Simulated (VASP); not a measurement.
# SiS in VASP: single point with PBE

Aim: the single point of SiS with PBE.

Everything below comes from runs of VASP 6.6.1. Logs are shortened: lines on timing, memory, paths and dates and some standing lists are left out, and cuts for length are marked.

### Step 1. The cell of the first run

The cell holds a cluster in a box, 2 atoms: a = 9.000 Å, b = 9.000 Å, c = 9.000 Å, α = 90.00°, β = 90.00°, γ = 90.00°.

### Step 2. Single point, PBE

The input, INCAR:

```
SYSTEM = SiS
PREC     = Accurate       ! precision mode
ENCUT    = 400            ! plane-wave cutoff, eV
EDIFF    = 1E-6           ! SCF threshold, eV
ISMEAR   = 0              ! smearing method
SIGMA    = 0.01           ! smearing width, eV
LREAL    = .FALSE.        ! projectors in reciprocal space
LASPH    = .TRUE.         ! aspherical terms in the spheres
NELM     = 120            ! most SCF steps
ALGO     = Normal         ! electronic algorithm
ISIF     = 2              ! what is computed and relaxed
LWAVE    = .FALSE.        ! write WAVECAR
LCHARG   = .FALSE.        ! write CHGCAR
GGA      = PE             ! functional
NBANDS   = 12             ! bands
GGA_COMPAT= .FALSE.
```

The input, KPOINTS:

```
regular mesh
0
G
  1 1 1
  0 0 0
```

The input, POSCAR:

```
SiS
1.0
    9.0000000000      0.0000000000      0.0000000000
    0.0000000000      9.0000000000      0.0000000000
    0.0000000000      0.0000000000      9.0000000000
Si S
1 1
Direct
    0.5000000000      0.5000000000      0.3928166667
    0.5000000000      0.5000000000      0.6071833333
```

Potentials or basis: VASP PAW PBE potentials, release 64 (Si, S).

Command:

```
> cat potpaw_PBE.64/Si/POTCAR potpaw_PBE.64/S/POTCAR > POTCAR
> mpirun -np 1 vasp_gam > vasp.out
```

OUTCAR:

```text
SYSTEM = SiS
   PREC = Accurate
   ENCUT = 400
   EDIFF = 1E-6
   ISMEAR = 0
   LREAL = .FALSE.
   LASPH = .TRUE.
   NELM = 120
   ISIF = 2
   GGA = PE

 ion  position               nearest neighbor table
   1  0.500  0.500  0.393-   2 1.93
   2  0.500  0.500  0.607-   1 1.93

  LATTYP: Found a simple cubic cell.
 ALAT       =     9.0000000000

  Lattice vectors:

 A1 = (   9.0000000000,   0.0000000000,   0.0000000000)
 A2 = (   0.0000000000,   9.0000000000,   0.0000000000)
 A3 = (   0.0000000000,   0.0000000000,   9.0000000000)

Analysis of symmetry for initial positions (statically):
=====================================================================
 Subroutine PRICEL returns:
 Original cell was already a primitive cell.

 Routine SETGRP: Setting up the symmetry group for a
 simple cubic supercell.

 Subroutine GETGRP returns: Found  8 space group operations
 (whereof  8 operations were pure point group operations)
 out of a pool of 48 trial point group operations.

The static configuration has the point symmetry C_4v.

Analysis of symmetry for dynamics (positions and initial velocities):
=====================================================================
 Subroutine PRICEL returns:
 Original cell was already a primitive cell.

 Routine SETGRP: Setting up the symmetry group for a
 simple cubic supercell.

 Subroutine GETGRP returns: Found  8 space group operations
 (whereof  8 operations were pure point group operations)
 out of a pool of 48 trial point group operations.

The dynamic configuration has the point symmetry C_4v.

 Subroutine INISYM returns: Found  8 space group operations
 (whereof  8 operations are pure point group operations),
 and found     1 'primitive' translations

----------------------------------------------------------------------------------------

                                     Primitive cell

  volume of cell :     729.0000

  direct lattice vectors                    reciprocal lattice vectors
     9.000000000  0.000000000  0.000000000     0.111111111  0.000000000  0.000000000
     0.000000000  9.000000000  0.000000000     0.000000000  0.111111111  0.000000000
     0.000000000  0.000000000  9.000000000     0.000000000  0.000000000  0.111111111

  length of vectors
     9.000000000  9.000000000  9.000000000     0.111111111  0.111111111  0.111111111

  position of ions in fractional coordinates (direct lattice)
     0.500000000  0.500000000  0.392816667
     0.500000000  0.500000000  0.607183333

  ion indices of the primitive-cell ions
   primitive index   ion index
                 1           1
                 2           2

----------------------------------------------------------------------------------------

 KPOINTS: regular mesh

Automatic generation of k-mesh.
 Grid dimensions read from file:
 generate k-points for:    1    1    1

 Generating k-lattice:

  Cartesian coordinates                     Fractional coordinates (reciprocal lattice)
     0.111111111  0.000000000  0.000000000     1.000000000  0.000000000  0.000000000
     0.000000000  0.111111111  0.000000000     0.000000000  1.000000000  0.000000000
     0.000000000  0.000000000  0.111111111     0.000000000  0.000000000  1.000000000

  Length of vectors
     0.111111111  0.111111111  0.111111111

  Shift w.r.t. Gamma in fractional coordinates (k-lattice)
     0.000000000  0.000000000  0.000000000

 Subroutine IBZKPT returns following result:
 ===========================================

 Found      1 irreducible k-points:

 Following reciprocal coordinates:
            Coordinates               Weight
  0.000000  0.000000  0.000000      1.000000
   k-points           NKPTS =      1   k-points in BZ     NKDIM =      1   number of bands    NBANDS=     12
   number of dos      NEDOS =    301   number of ions     NIONS =      2
   total plane-waves  NPLWV = 216000
   dimension x,y,z NGX =    60 NGY =   60 NGZ =   60
   dimension x,y,z NGXF=   120 NGYF=  120 NGZF=  120
   ions per type =               1   1
   NGX,Y,Z   is equivalent  to a cutoff of  11.08, 11.08, 11.08 a.u.
   NGXF,Y,Z  is equivalent  to a cutoff of  22.17, 22.17, 22.17 a.u.
 SYSTEM =  SiS
   PREC   = accura    normal or accurate (medium, high low for compatibility)
   ISTART =      0    job   : 0-new  1-cont  2-samecut
   ICHARG =      2    charge: 1-file 2-atom 10-const
   ISPIN  =      1    spin polarized calculation?
   LNONCOLLINEAR =      F non collinear calculations
   LSORBIT =      F    spin-orbit coupling
   LASPH  =      T    aspherical Exc in radial PAW
   ENCUT  =  400.0 eV  29.40 Ry    5.42 a.u.  14.68 14.68 14.68*2*pi/ulx,y,z
   NELM   =    120;   NELMIN=  2; NELMDL= -5     # of ELM steps
   EDIFF  = 0.1E-05   stopping-criterion for ELM
   LREAL  =      F    real-space projection
   EDIFFG = 0.1E-04   stopping-criterion for IOM
   NSW    =      0    number of steps for IOM
   IBRION =     -1    ionic relax: 0-MD 1-quasi-New 2-CG
   NFREE  =      0    steps in history (QN), initial steepest desc. (CG)
   ISIF   =      2    stress and relaxation
   ISYM   =      2    0-nonsym 1-usesym 2-fastsym
   POTIM  = 0.5000    time-step for ionic-motion
   TEBEG  =    0.0;   TEEND  =   0.0 temperature during run
   PSTRESS=    0.0 pullay stress
   NELECT =      10.0000    total number of electrons
   NUPDOWN=      -1.0000    fix difference up-down
   EMIN   =  10.00;   EMAX   =-10.00  energy-range for DOS
   EFERMI =   0.00;   METHOD = LEGACY
   ISMEAR =     0;   SIGMA  =   0.01  broadening in eV -4-tet -1-fermi 0-gaus
   EFERMI_NEDOS =   21; number of points for ismear=-14 and -15
   IALGO  =     38    algorithm
   IMIX   =      4    mixing-type and parameters
     AMIX     =   0.40;   BMIX     =  1.00
     AMIX_MAG =   1.60;   BMIX_MAG =  1.00
  volume/ion in A,a.u.               =     364.50      2459.77
  Fermi-wavevector in a.u.,A,eV,Ry     =   0.391891  0.740567  2.089567  0.153579
  Thomas-Fermi vector in A             =   1.334863
   LORBIT       =      0    0 simple, 1 ext, 2 COOP (PROOUT), +10 PAW based schemes
   GGA     = PE    functional components
   LHFCALC =     F    Hartree Fock is set to
   AEXX    =    0.0000 exact exchange contribution
   IVDW    =     0    specifies the selected vdW correction
   LEPSILON=     F    determine dielectric tensor
   LRPA    =     F    only Hartree local field effects (RPA)
 non-spin polarized calculation
 Gauss-broadening in eV      SIGMA  =   0.01
  energy-cutoff  :      400.00
  volume of cell :      729.00
 maximum number of plane-waves:      6603
 NGX is ok and might be reduce to    60
   NGX = 29   NGY = 29   NGZ = 29

 number of electron      10.0000000 magnetization

 Free energy of the ion-electron system (eV)
  ---------------------------------------------------
  ext. energy  EPLUGINS =         0.00000000
  ---------------------------------------------------
  free energy    TOTEN  =        -8.40112843 eV

  energy without entropy =       -8.40112843  energy(sigma->0) =       -8.40112843

 E-fermi :  -6.3384     XC(G=0):  -1.4819

 val. band max:       -6.3848204385   @ k =   0.0000   0.0000   0.0000
 cond. band min:      -2.5633253486   @ k =   0.0000   0.0000   0.0000
 fundamental gap:      3.8214950898
 Fermi energy:        -6.3383852553

 k-point     1 :       0.0000    0.0000    0.0000
  band No.  band energies     occupation
      1     -17.1777      2.00000
      2     -10.3494      2.00000
      3      -6.6380      2.00000
      4      -6.6380      2.00000
      5      -6.3848      2.00000
      6      -2.5633      0.00000
      7      -2.5633      0.00000
      8      -0.2011      0.00000
      9       0.6927      0.00000
     10       1.1855      0.00000
     11       1.4154      0.00000
     12       1.5484      0.00000

------------------------ aborting loop because EDIFF is reached ----------------------------------------

  FORCE on cell =-STRESS in cart. coord.  units (eV):
  Direction    XX          YY          ZZ          XY          YZ          ZX
  --------------------------------------------------------------------------------------
  -------------------------------------------------------------------------------------
  Total        0.0065879      0.0065879      0.8777767      0.0000000      0.0000000      0.0000000
  in kB        0.0144786      0.0144786      1.9291549      0.0000000      0.0000000      0.0000000
  external PRESSURE =       0.6527040 kB  Pullay stress =       0.0000000 kB

 VOLUME and BASIS-vectors are now :
 -----------------------------------------------------------------------------
  energy-cutoff  :      400.00
  volume of cell :      729.00
      direct lattice vectors                 reciprocal lattice vectors
     9.000000000  0.000000000  0.000000000     0.111111111  0.000000000  0.000000000
     0.000000000  9.000000000  0.000000000     0.000000000  0.111111111  0.000000000
     0.000000000  0.000000000  9.000000000     0.000000000  0.000000000  0.111111111

 POSITION                                       TOTAL-FORCE (eV/Angst)
 -----------------------------------------------------------------------------------
      4.50000      4.50000      3.53535         0.000000     -0.000000     -0.541526
      4.50000      4.50000      5.46465         0.000000      0.000000      0.541526
 -----------------------------------------------------------------------------------
    total drift:                                0.000000      0.000000      0.000116

  FREE ENERGIE OF THE ION-ELECTRON SYSTEM (eV)
  ---------------------------------------------------
  free  energy   TOTEN  =        -8.4011284342 eV

  energy  without entropy=       -8.4011284342  energy(sigma->0) =       -8.40112843
```

It took 34 s on 1 thread of Intel Xeon 6975P-C, shared host; peak memory 0.47 GiB.

What came out:

```
Free energy                     : -8.4011 eV
Largest force                   : 0.542 eV/Å
Gap between the frontier levels : 3.82 eV
```

Forces in eV/Å, atoms in the order of the input:
```
Si   0.000  0.000 -0.542
S    0.000  0.000  0.542
```
